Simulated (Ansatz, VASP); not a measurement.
MoS2 in VASP and in Ansatz

File INCAR:

```
SYSTEM = MoS2
PREC = Accurate
ENCUT = 520
EDIFF = 1E-7
ISMEAR = -1
SIGMA = 0.05
LREAL = .FALSE.
LASPH = .TRUE.
NELM = 60
ALGO = Normal
ISIF = 2
LWAVE = .FALSE.
LCHARG = .TRUE.
GGA = PE
LELF = .TRUE.
LVHAR = .TRUE.
NBANDS = 20
```

Contents of KPOINTS:

```
Automatic mesh
0
G
  10 10 2
  0 0 0
```

Contents of POSCAR:

```
MoS2
1.0
    3.1841260822      0.0000000000      0.0000000000
   -1.5920630411      2.7575340760      0.0000000000
    0.0000000000      0.0000000000     17.3345999500
Mo S
1 2
Direct
    0.0028990000     -0.0138400000     -0.0004740000
    0.3313860000      0.6610750000      0.9105550000
    0.3217360000      0.6551810000      0.0895260000
```

input.yaml

```yaml
crystal:
  lattice:
    - [3.1841260822, 0.0, 0.0]
    - [-1.5920630411, 2.757534076, 0.0]
    - [0.0, 0.0, 17.33459995]
  atoms:
    - { symbol: Mo, position: [0.002899, -0.01384, -0.000474] }
    - { symbol: S, position: [0.331386, 0.661075, 0.910555] }
    - { symbol: S, position: [0.321736, 0.655181, 0.089526] }
kpoints:
  mp_grid: { grid: [10, 10, 2] }
scf:
  occupations: { method: fermi_dirac, width: 0.05 }
hamiltonian:
  xc: pbe
  pseudopotentials: { kind: all_electron, lapw: { basis_error: 0.001 } }
output:
  forces: true
  stress: true
  eigenvalues: true
  populations: true
```

Change from the starting cell: atoms moved at random, drawn with an rms of 0.05 Å.

Alike in both runs: task single point; functional PBE; k mesh 10 × 10 × 2; occupations fermi-dirac, width 0.05 eV; no spin polarisation.

```csv
,VASP,Ansatz
version,VASP 6.6.1,Ansatz 0.2.0
potentials or method,"VASP PAW PBE potentials, release 64 (Mo_sv, S), cutoff 520 eV","all-electron LAPW, scalar-relativistic"
```

Ansatz gave:

```
gap on the k mesh at the Fermi level (eV) : 1.72
least direct gap on the mesh (eV)         : 1.91
rms of the force components (eV/Å)        : 0.384
```

Task: Which values does VASP return?

Result: gap on the k mesh at the Fermi level (eV): 1.73; least direct gap on the mesh (eV): 1.91; rms of the force components (eV/Å): 0.381.

Atom by atom the forces differ by 0.007 eV/Å (rms over components). Ansatz ran all-electron here, and VASP with PAW potentials.
